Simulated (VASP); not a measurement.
# Ni (Pm-3m) in VASP: a series of runs

Ni is run at these levels: revPBE; tasks: single point.

Program: VASP 6.6.1. These are calculated values, not measurements. Logs are shortened: lines on timing, memory, paths and dates and some standing lists are left out, and cuts for length are marked.

## (1) The cell of the first run

Symmetry: Pm-3m, No. 221, cubic system. The conventional cell has a = 2.373 Å, b = 2.373 Å, c = 2.373 Å, α = 90.00°, β = 90.00°, γ = 90.00°. Ni (site symmetry m-3m) has 6 Ni at 2.37 Å within 3.1 Å.

This isn't the form of Ni at room conditions, which is fcc.

## (2) Single point, revPBE, collinear spin, ferromagnetic start (13.36 Å³/atom)

Contents of INCAR:

```
SYSTEM = Ni
PREC = Accurate
ENCUT = 520
EDIFF = 1E-6
ISMEAR = -1
SIGMA = 0.05
LREAL = .False.
LASPH = .True.
NELM = 150
ALGO = Normal
ISIF = 2
LWAVE = .False.
LCHARG = .False.
ISPIN = 2
MAGMOM = -0.625 -0.625
LORBIT = 11
LMAXMIX = 4
GGA = RE
NBANDS = 21
```

Contents of KPOINTS:

```
Automatic mesh
0
Gamma
  13 13 13
  0 0 0
```

Contents of POSCAR:

```
Ni
1.0
    0.0000000000      2.3729599294      2.3729599294
    2.3729599294      0.0000000000      2.3729599294
    2.3729599294      2.3729599294      0.0000000000
Ni
2
Direct
    0.0000000000      0.0000000000      0.0000000000
    0.5000000000      0.5000000000      0.5000000000
```

Potentials or basis: VASP PAW PBE potentials, release 64 (Ni).

On the command line:

```bash
$ cat potpaw_PBE.64/Ni/POTCAR > POTCAR
$ mpirun -np 1 vasp_std > vasp.out
```

OUTCAR:

```text
SYSTEM = Ni
   PREC = Accurate
   ENCUT = 520
   EDIFF = 1E-6
   ISMEAR = -1
   LREAL = .False.
   LASPH = .True.
   NELM = 150
   ISIF = 2
   ISPIN = 2
   LORBIT = 11
   GGA = RE

 ion  position               nearest neighbor table
   1  0.000  0.000  0.000-   2 2.37   2 2.37   2 2.37   2 2.37   2 2.37   2 2.37
   2  0.500  0.500  0.500-   1 2.37   1 2.37   1 2.37   1 2.37   1 2.37   1 2.37

  LATTYP: Found a face centered cubic cell.
 ALAT       =     4.7459198588

  Lattice vectors:

 A1 = (   0.0000000000,   2.3729599294,   2.3729599294)
 A2 = (   2.3729599294,   0.0000000000,   2.3729599294)
 A3 = (   2.3729599294,   2.3729599294,   0.0000000000)

Analysis of symmetry for initial positions (statically):
=====================================================================
 Subroutine PRICEL returns following result:

  LATTYP: Found a simple cubic cell.
 ALAT       =     2.3729599294

  Lattice vectors:

 A1 = (  -2.3729599294,   0.0000000000,   0.0000000000)
 A2 = (   0.0000000000,   0.0000000000,   2.3729599294)
 A3 = (   0.0000000000,   2.3729599294,   0.0000000000)

   2 primitive cells build up your supercell.

 Routine SETGRP: Setting up the symmetry group for a
 face centered cubic supercell.

 Subroutine GETGRP returns: Found 48 space group operations
 (whereof 48 operations were pure point group operations)
 out of a pool of 48 trial point group operations.

The static configuration has the point symmetry O_h .

Analysis of symmetry for dynamics (positions and initial velocities):
=====================================================================
 Subroutine PRICEL returns following result:

  LATTYP: Found a simple cubic cell.
 ALAT       =     2.3729599294

  Lattice vectors:

 A1 = (  -2.3729599294,   0.0000000000,   0.0000000000)
 A2 = (   0.0000000000,   0.0000000000,   2.3729599294)
 A3 = (   0.0000000000,   2.3729599294,   0.0000000000)

   2 primitive cells build up your supercell.

 Routine SETGRP: Setting up the symmetry group for a
 face centered cubic supercell.

 Subroutine GETGRP returns: Found 48 space group operations
 (whereof 48 operations were pure point group operations)
 out of a pool of 48 trial point group operations.

The dynamic configuration has the point symmetry O_h .

Analysis of structural, dynamic, and magnetic symmetry:
=====================================================================
 Subroutine PRICEL returns following result:

  LATTYP: Found a simple cubic cell.
 ALAT       =     2.3729599294

  Lattice vectors:

 A1 = (  -2.3729599294,   0.0000000000,   0.0000000000)
 A2 = (   0.0000000000,   0.0000000000,   2.3729599294)
 A3 = (   0.0000000000,   2.3729599294,   0.0000000000)

   2 primitive cells build up your supercell.

 Routine SETGRP: Setting up the symmetry group for a
 face centered cubic supercell.

 Subroutine GETGRP returns: Found 48 space group operations
 (whereof 48 operations were pure point group operations)
 out of a pool of 48 trial point group operations.

The overall configuration has the point symmetry O_h .

 Subroutine INISYM returns: Found 48 space group operations
 (whereof 48 operations are pure point group operations),
 and found     2 'primitive' translations

----------------------------------------------------------------------------------------

                                     Primitive cell

  volume of cell :      13.3620

  direct lattice vectors                    reciprocal lattice vectors
    -2.372959929  0.000000000  0.000000000    -0.421414617  0.000000000  0.000000000
     0.000000000  0.000000000  2.372959929     0.000000000  0.000000000  0.421414617
     0.000000000  2.372959929  0.000000000     0.000000000  0.421414617  0.000000000

  length of vectors
     2.372959929  2.372959929  2.372959929     0.421414617  0.421414617  0.421414617

  position of ions in fractional coordinates (direct lattice)
     0.000000000  0.000000000  0.000000000

  ion indices of the primitive-cell ions
   primitive index   ion index
                 1           1

----------------------------------------------------------------------------------------

 KPOINTS: Automatic mesh

Automatic generation of k-mesh.
 Grid dimensions read from file:
 generate k-points for:   13   13   13

 Generating k-lattice:

  Cartesian coordinates                     Fractional coordinates (reciprocal lattice)
    -0.016208255  0.016208255  0.016208255     0.076923077  0.000000000  0.000000000
     0.016208255 -0.016208255  0.016208255     0.000000000  0.076923077  0.000000000
     0.016208255  0.016208255 -0.016208255     0.000000000  0.000000000  0.076923077

  Length of vectors
     0.028073520  0.028073520  0.028073520

  Shift w.r.t. Gamma in fractional coordinates (k-lattice)
     0.000000000  0.000000000  0.000000000

 Subroutine IBZKPT returns following result:
 ===========================================

 Found     84 irreducible k-points:

 Following reciprocal coordinates:
            Coordinates               Weight
  0.000000  0.000000  0.000000      1.000000
  0.076923  0.000000  0.000000      8.000000
  0.153846  0.000000  0.000000      8.000000
  0.230769  0.000000  0.000000      8.000000
  0.307692  0.000000  0.000000      8.000000
  0.384615  0.000000  0.000000      8.000000
[... 16 lines left out ...]
  0.384615  0.153846  0.000000     24.000000
  0.461538  0.153846  0.000000     24.000000
 [... further k-points ...]
   k-points           NKPTS =     84   k-points in BZ     NKDIM =     84   number of bands    NBANDS=     21
   number of dos      NEDOS =    301   number of ions     NIONS =      2
   total plane-waves  NPLWV =  21952
   dimension x,y,z NGX =    28 NGY =   28 NGZ =   28
   dimension x,y,z NGXF=    56 NGYF=   56 NGZF=   56
   ions per type =               2
   NGX,Y,Z   is equivalent  to a cutoff of  13.87, 13.87, 13.87 a.u.
   NGXF,Y,Z  is equivalent  to a cutoff of  27.74, 27.74, 27.74 a.u.
 SYSTEM =  Ni
   PREC   = accura    normal or accurate (medium, high low for compatibility)
   ISTART =      0    job   : 0-new  1-cont  2-samecut
   ICHARG =      2    charge: 1-file 2-atom 10-const
   ISPIN  =      2    spin polarized calculation?
   LNONCOLLINEAR =      F non collinear calculations
   LSORBIT =      F    spin-orbit coupling
   LASPH  =      T    aspherical Exc in radial PAW
   ENCUT  =  520.0 eV  38.22 Ry    6.18 a.u.   6.24  6.24  6.24*2*pi/ulx,y,z
   NELM   =    150;   NELMIN=  2; NELMDL= -5     # of ELM steps
   EDIFF  = 0.1E-05   stopping-criterion for ELM
   LREAL  =      F    real-space projection
   EDIFFG = 0.1E-04   stopping-criterion for IOM
   NSW    =      0    number of steps for IOM
   IBRION =     -1    ionic relax: 0-MD 1-quasi-New 2-CG
   NFREE  =      0    steps in history (QN), initial steepest desc. (CG)
   ISIF   =      2    stress and relaxation
   ISYM   =      2    0-nonsym 1-usesym 2-fastsym
   POTIM  = 0.5000    time-step for ionic-motion
   TEBEG  =    0.0;   TEEND  =   0.0 temperature during run
   PSTRESS=    0.0 pullay stress
   NELECT =      20.0000    total number of electrons
   NUPDOWN=      -1.0000    fix difference up-down
   EMIN   =  10.00;   EMAX   =-10.00  energy-range for DOS
   EFERMI =   0.00;   METHOD = LEGACY
   ISMEAR =    -1;   SIGMA  =   0.05  broadening in eV -4-tet -1-fermi 0-gaus
   EFERMI_NEDOS =   21; number of points for ismear=-14 and -15
   IALGO  =     38    algorithm
   IMIX   =      4    mixing-type and parameters
     AMIX     =   0.40;   BMIX     =  1.00
     AMIX_MAG =   1.60;   BMIX_MAG =  1.00
  volume/ion in A,a.u.               =      13.36        90.17
  Fermi-wavevector in a.u.,A,eV,Ry     =   1.486339  2.808773 30.058024  2.209202
  Thomas-Fermi vector in A             =   2.599637
   LORBIT       =     11    0 simple, 1 ext, 2 COOP (PROOUT), +10 PAW based schemes
   GGA     = RE    functional components
   LHFCALC =     F    Hartree Fock is set to
   AEXX    =    0.0000 exact exchange contribution
   IVDW    =     0    specifies the selected vdW correction
   LEPSILON=     F    determine dielectric tensor
   LRPA    =     F    only Hartree local field effects (RPA)
 spin polarized calculation
  energy-cutoff  :      520.00
  volume of cell :       26.72
 maximum number of plane-waves:       736
 NGX is ok and might be reduce to    28
   NGX = 13   NGY = 13   NGZ = 13

 number of electron      20.0000004 magnetization      -1.2582570

 Free energy of the ion-electron system (eV)
  ---------------------------------------------------
  ext. energy  EPLUGINS =         0.00000000
  ---------------------------------------------------
  free energy    TOTEN  =        -8.77382857 eV

  energy without entropy =       -8.73855981  energy(sigma->0) =       -8.75619419

 E-fermi :   6.8901     XC(G=0): -11.8992

 val. band max:        6.8875514879   @ k =   0.4615   0.3846   0.0769
 cond. band min:       6.8937189195   @ k =  -0.2308   0.1538   0.0000
 fundamental gap:      0.0061674317
 Fermi energy:         6.8900629105

 spin component 1

 k-point     1 :       0.0000    0.0000    0.0000
  band No.  band energies     occupation
      1      -0.7367      1.00000
      2       4.0288      1.00000
      3       4.0288      1.00000
      4       4.3806      1.00000
      5       4.3806      1.00000
      6       4.3806      1.00000
[... 550 lines left out ...]
      5       5.1754      1.00000
      6       5.7153      1.00000
[... 13 lines left out ...]
     20      32.2872      0.00000
     21      32.5405      0.00000

 [... further k-points ...]

 spin component 2

 k-point     1 :       0.0000    0.0000    0.0000
  band No.  band energies     occupation
      1      -0.7418      1.00000
      2       3.4879      1.00000
      3       3.4879      1.00000
      4       3.7999      1.00000
      5       3.7999      1.00000
      6       3.7999      1.00000
[... 550 lines left out ...]
      5       4.6202      1.00000
      6       5.0818      1.00000
[... 13 lines left out ...]
     20      32.2359      0.00000
     21      32.4962      0.00000

 [... further k-points ...]

------------------------ aborting loop because EDIFF is reached ----------------------------------------

  FORCE on cell =-STRESS in cart. coord.  units (eV):
  Direction    XX          YY          ZZ          XY          YZ          ZX
  --------------------------------------------------------------------------------------
  -------------------------------------------------------------------------------------
  Total       -0.6163918     -0.6163918     -0.6163918      0.0000000     -0.0000000      0.0000000
  in kB      -36.9544059    -36.9544059    -36.9544059      0.0000000     -0.0000000      0.0000000
  external PRESSURE =     -36.9544059 kB  Pullay stress =       0.0000000 kB

 VOLUME and BASIS-vectors are now :
 -----------------------------------------------------------------------------
  energy-cutoff  :      520.00
  volume of cell :       26.72
      direct lattice vectors                 reciprocal lattice vectors
     0.000000000  2.372959929  2.372959929    -0.210707309  0.210707309  0.210707309
     2.372959929  0.000000000  2.372959929     0.210707309 -0.210707309  0.210707309
     2.372959929  2.372959929  0.000000000     0.210707309  0.210707309 -0.210707309

 POSITION                                       TOTAL-FORCE (eV/Angst)
 -----------------------------------------------------------------------------------
      0.00000      0.00000      0.00000         0.000000     -0.000000     -0.000000
      2.37296      2.37296      2.37296        -0.000000      0.000000      0.000000
 -----------------------------------------------------------------------------------
    total drift:                                0.000000      0.000000      0.000000

  FREE ENERGIE OF THE ION-ELECTRON SYSTEM (eV)
  ---------------------------------------------------
  free  energy   TOTEN  =        -8.7738285710 eV

  energy  without entropy=       -8.7385598068  energy(sigma->0) =       -8.75619419

 total charge

# of ion       s       p       d       tot
------------------------------------------
    1        0.486   0.349   8.327   9.162
    2        0.486   0.349   8.327   9.162
--------------------------------------------------
tot          0.972   0.697  16.654  18.323

 magnetization (x)

# of ion       s       p       d       tot
------------------------------------------
    1        0.001   0.004  -0.643  -0.638
    2        0.001   0.004  -0.643  -0.638
--------------------------------------------------
tot          0.003   0.008  -1.286  -1.276
```

It took 98 s on 1 thread of Intel Xeon Platinum 8259CL at 2.50GHz (Skylake/Cascade Lake), shared host; peak memory 0.21 GiB.

What came out:

| Item | Value |
| --- | --- |
| Free energy | -8.7738 eV |
| Pressure | -3.7 GPa |
| Net moment | -1.26 μB per cell |
| Site moments | Ni -0.64 μB |
| Valence electrons inside the program's atomic spheres | Ni 9.16 |

Levels at points of the mesh, in eV from the Fermi level:
Spin up:
```
           k point  band 5  band 6  band 7  band 8  band 9  band 10  band 11  band 12  band 13  band 14
(0.00, 0.00, 0.00)   -2.51   -2.51    0.28    0.28    0.28     0.96     0.96    11.33    11.33    11.33
```
Spin down:
| k point | band 9 | band 10 | band 11 | band 12 | band 13 | band 14 |
| --- | --- | --- | --- | --- | --- | --- |
| (0.00, 0.00, 0.00) | -0.48 | 0.26 | 0.26 | 11.24 | 11.24 | 11.24 |

Caveat: the cell stands under tension; the PAW data sets were made with another functional, which shifts forces and pressure a little.

## (3) Single point, revPBE, collinear spin, ferromagnetic start (13.88 Å³/atom)

This run uses another cell than the first one, of 13.88 Å³/atom.

Contents of INCAR:

```
  PREC = Accurate
  ENCUT = 520
  EDIFF = 1E-6
  ISMEAR = -1
  SIGMA = 0.05
  LREAL = False
  LASPH = True
  NELM = 150
  ALGO = Normal
  ISIF = 2
  LWAVE = False
  LCHARG = False
  ISPIN = 2
  MAGMOM = -0.625 -0.625
  LORBIT = 11
  LMAXMIX = 4
  GGA = RE
  NBANDS = 21
```

Contents of KPOINTS:

```
Automatic mesh
0
Gamma
  13 13 13
```

Contents of POSCAR:

```
Ni
1.0
    0.0000000000      2.4030005859      2.4030005859
    2.4030005859      0.0000000000      2.4030005859
    2.4030005859      2.4030005859      0.0000000000
Ni
2
Direct
    0.0000000000      0.0000000000      0.0000000000
    0.5000000000      0.5000000000      0.5000000000
```

Potentials or basis: VASP PAW PBE potentials, release 64 (Ni).

On the command line:

```bash
$ cat potpaw_PBE.64/Ni/POTCAR > POTCAR
$ mpirun -np 1 vasp_std > vasp.out
```

Wall time 98 s (1 thread of Intel Xeon Platinum 8259CL at 2.50GHz (Skylake/Cascade Lake), shared host); peak memory 0.21 GiB.

Results (log left out):

| Property | Result |
| --- | --- |
| Free energy | -8.7389 eV |
| Pressure | -7.0 GPa |
| Net moment | -1.42 μB per cell |
| Site moments | Ni -0.72 μB |
| Valence electrons inside the program's atomic spheres | Ni 9.11 |

Levels at points of the mesh, in eV from the Fermi level:
Spin up:
```csv
k point,band 6,band 7,band 8,band 9,band 10,band 11,band 12,band 13
"(0.00, 0.00, 0.00)",-2.36,0.28,0.28,0.28,0.94,0.94,10.99,10.99
```
Spin down:
```csv
k point,band 7,band 8,band 9,band 10,band 11,band 12,band 13,band 14,band 15,band 16
"(0.00, 0.00, 0.00)",-0.55,-0.55,-0.55,0.13,0.13,10.90,10.90,10.90,13.49,16.03
```

Caveat: the cell stands under tension; the PAW data sets were made with another functional, which shifts forces and pressure a little.
